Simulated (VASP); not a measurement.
# Be (C2/c) in VASP: single point with BLYP

Aim: the single point of Be with BLYP.

All numbers are computed with VASP 6.6.1; they aren't measurements. Logs are shortened: lines on timing, memory, paths and dates and some standing lists are left out, and cuts for length are marked.

### Step 1. The cell of the first run

The typed cell holds 2 atoms: a = 2.272 Å, b = 2.272 Å, c = 4.213 Å, α = 105.62°, β = 105.62°, γ = 120.02°.

### Step 2. Single point, BLYP

Contents of INCAR:

```
PREC = Accurate ; ENCUT = 520
EDIFF = 1E-6 ; ISMEAR = -1
SIGMA = 0.1 ; LREAL = F
LASPH = T ; NELM = 60
ALGO = Normal ; ISIF = 2
LWAVE = F ; LCHARG = F
GGA = B5 ; ALDAX = 1.0
AGGAX = 1.0 ; AGGAC = 1.0
ALDAC = 0.0 ; NBANDS = 9
```

Contents of KPOINTS:

```
Automatic mesh
0
Gamma
  30 30 15
```

Contents of POSCAR:

```
Be
1.0
   -1.5294060296      1.2530205847      1.1184799294
    1.2530205847     -1.5294060296      1.1184799294
    2.7486641401      2.7486641401     -1.6246803780
Be
2
Direct
    0.9583748408      0.0416251592      0.0000000000
    0.7916251592      0.2083748408      0.5000000000
```

Potentials or basis: VASP PAW PBE potentials, release 64 (Be).

Launch:

```sh
$ cat potpaw_PBE.64/Be/POTCAR > POTCAR
$ mpirun -np 1 vasp_std > vasp.out
```

OUTCAR:

```text
PREC = Accurate
   ENCUT = 520
   EDIFF = 1E-6
   ISMEAR = -1
   LREAL = F
   LASPH = T
   NELM = 60
   ISIF = 2
   GGA = B5

 ion  position               nearest neighbor table
   1  0.958  0.042  0.000-   2 2.21   2 2.21   2 2.21   2 2.21   2 2.21   2 2.21
   2  0.792  0.208  0.500-   1 2.21   1 2.21   1 2.21   1 2.21   1 2.21   1 2.21

  Warning from LATTYP: Got some problem with cell dimensions!
  Tried to take original basis but could not verify dimensions!
  LATTYP: Found a base centered monoclinic cell.
 ALAT       =     2.2708516548
 B/A-ratio  =     1.7328060360
 C/A-ratio  =     1.5630860738
 COS(beta)  =    -0.0003772641

  Lattice vectors:

 A1 = (   1.5294060296,  -1.2530205847,  -1.1184799294)
 A2 = (  -1.2530205847,   1.5294060296,  -1.1184799294)
 A3 = (   2.4722786952,   2.4722786952,   0.6122794808)

Analysis of symmetry for initial positions (statically):
=====================================================================
 Subroutine PRICEL returns:
 Original cell was already a primitive cell.

 Routine SETGRP: Setting up the symmetry group for a
 base centered monoclinic supercell.

 Subroutine GETGRP returns: Found  4 space group operations
 (whereof  2 operations were pure point group operations)
 out of a pool of  4 trial point group operations.

The static configuration has the point symmetry C_2 .
 The point group associated with its full space group is C_2h.

Analysis of symmetry for dynamics (positions and initial velocities):
=====================================================================
 Subroutine PRICEL returns:
 Original cell was already a primitive cell.

 Routine SETGRP: Setting up the symmetry group for a
 base centered monoclinic supercell.

 Subroutine GETGRP returns: Found  4 space group operations
 (whereof  2 operations were pure point group operations)
 out of a pool of  4 trial point group operations.

The dynamic configuration has the point symmetry C_2 .
 The point group associated with its full space group is C_2h.

 Subroutine INISYM returns: Found  4 space group operations
 (whereof  2 operations are pure point group operations),
 and found     1 'primitive' translations

----------------------------------------------------------------------------------------

                                     Primitive cell

  volume of cell :      15.8588

  direct lattice vectors                    reciprocal lattice vectors
    -1.529406030  1.253020585  1.118479929    -0.037173768  0.322224750  0.482254493
     1.253020585 -1.529406030  1.118479929     0.322224750 -0.037173768  0.482254493
[... 92 lines left out ...]
   ISYM   =      2    0-nonsym 1-usesym 2-fastsym
   POTIM  = 0.5000    time-step for ionic-motion
   TEBEG  =    0.0;   TEEND  =   0.0 temperature during run
   PSTRESS=    0.0 pullay stress
   NELECT =       4.0000    total number of electrons
   NUPDOWN=      -1.0000    fix difference up-down
   EMIN   =  10.00;   EMAX   =-10.00  energy-range for DOS
   EFERMI =   0.00;   METHOD = LEGACY
   ISMEAR =    -1;   SIGMA  =   0.10  broadening in eV -4-tet -1-fermi 0-gaus
   EFERMI_NEDOS =   21; number of points for ismear=-14 and -15
   IALGO  =     38    algorithm
   IMIX   =      4    mixing-type and parameters
     AMIX     =   0.40;   BMIX     =  1.00
     AMIX_MAG =   1.60;   BMIX_MAG =  1.00
  volume/ion in A,a.u.               =       7.93        53.51
  Fermi-wavevector in a.u.,A,eV,Ry     =   1.034360  1.954657 14.556886  1.069901
  Thomas-Fermi vector in A             =   2.168652
   LORBIT       =      0    0 simple, 1 ext, 2 COOP (PROOUT), +10 PAW based schemes
   GGA     = B5    functional components
   LHFCALC =     F    Hartree Fock is set to
   AEXX    =    0.0000 exact exchange contribution
   IVDW    =     0    specifies the selected vdW correction
   LEPSILON=     F    determine dielectric tensor
   LRPA    =     F    only Hartree local field effects (RPA)
 non-spin polarized calculation
  energy-cutoff  :      520.00
  volume of cell :       15.86
 maximum number of plane-waves:       440
 NGX is ok and might be reduce to    18
   NGX =  9   NGY =  9   NGZ = 15

 number of electron       4.0000000 magnetization

 Free energy of the ion-electron system (eV)
  ---------------------------------------------------
  ext. energy  EPLUGINS =         0.00000000
  ---------------------------------------------------
  free energy    TOTEN  =        -6.22214713 eV

  energy without entropy =       -6.21863796  energy(sigma->0) =       -6.22039254

 E-fermi :   7.4320     XC(G=0): -10.0544

 val. band max:        7.4208334662   @ k =  -0.4333   0.2333   0.1333
 cond. band min:       7.4499243452   @ k =  -0.1667  -0.3000   0.4667
 fundamental gap:      0.0290908789
 Fermi energy:         7.4319973062

 k-point     1 :       0.0000    0.0000    0.0000
  band No.  band energies     occupation
      1      -3.8143      2.00000
      2       3.0901      2.00000
      3       8.7236      0.00000
      4      22.9688      0.00000
      5      22.9811      0.00000
      6      25.9108      0.00000
      7      25.9179      0.00000
      8      28.0911      0.00000
      9      34.6391      0.00000
[... 265 lines left out ...]
 k-point    24 :       0.2667    0.0333   -0.0000
  band No.  band energies     occupation
      1      -0.7274      2.00000
      2       2.7325      2.00000
      3      12.6000      0.00000
      4      15.6768      0.00000
      5      18.2420      0.00000
      6      19.3456      0.00000
      7      22.7257      0.00000
      8      24.0445      0.00000
      9      28.0467      0.00000

 [... further k-points ...]

------------------------ aborting loop because EDIFF is reached ----------------------------------------

  FORCE on cell =-STRESS in cart. coord.  units (eV):
  Direction    XX          YY          ZZ          XY          YZ          ZX
  --------------------------------------------------------------------------------------
  -------------------------------------------------------------------------------------
  Total        0.0119561      0.0119561      0.0020322      0.0170130     -0.0012516     -0.0012516
  in kB        1.2078986      1.2078986      0.2053138      1.7187863     -0.1264443     -0.1264443
  external PRESSURE =       0.8737037 kB  Pullay stress =       0.0000000 kB

 VOLUME and BASIS-vectors are now :
 -----------------------------------------------------------------------------
  energy-cutoff  :      520.00
  volume of cell :       15.86
      direct lattice vectors                 reciprocal lattice vectors
    -1.529406030  1.253020585  1.118479929    -0.037173768  0.322224750  0.482254493
     1.253020585 -1.529406030  1.118479929     0.322224750 -0.037173768  0.482254493
     2.748664140  2.748664140 -1.624680378     0.196237861  0.196237861  0.048491964

 POSITION                                       TOTAL-FORCE (eV/Angst)
 -----------------------------------------------------------------------------------
     -1.41359      1.13720      1.11848         0.000288     -0.000288     -0.000000
      0.42471      2.04756      0.30614        -0.000288      0.000288      0.000000
 -----------------------------------------------------------------------------------
    total drift:                               -0.000000      0.000000      0.000000

  FREE ENERGIE OF THE ION-ELECTRON SYSTEM (eV)
  ---------------------------------------------------
  free  energy   TOTEN  =        -6.2221471281 eV

  energy  without entropy=       -6.2186379597  energy(sigma->0) =       -6.22039254
```

Run time: 7.2 min. Hardware: 1 thread of Oxide Virtual Turin-like, shared host; peak memory 0.47 GiB.

What came out:

| Property | Result |
| --- | --- |
| Free energy | -6.2221 eV |
| Pressure | 0.1 GPa |
| Band gap on the k mesh | zero (band 2 reaches 8.45 eV, above the bottom of band 3 at 6.27 eV) |

Stress tensor (GPa, compression positive):
```
 0.12  0.17 -0.01
 0.17  0.12 -0.01
-0.01 -0.01  0.02
```

Levels at points of the mesh, in eV from the Fermi level:
```csv
k point,band 1,band 2,band 3,band 4,band 5,band 6
"(0.00, 0.00, 0.00)",-11.25,-4.34,1.29,15.54,15.55,18.48
"(0.50, 0.00, 0.00)",-3.61,-3.61,1.60,1.61,11.76,11.76
"(0.50, 0.50, 0.00)",-4.94,-3.19,3.56,6.58,6.87,9.16
```

Caveat: the PAW data sets were made with another functional, which shifts forces and pressure a little.
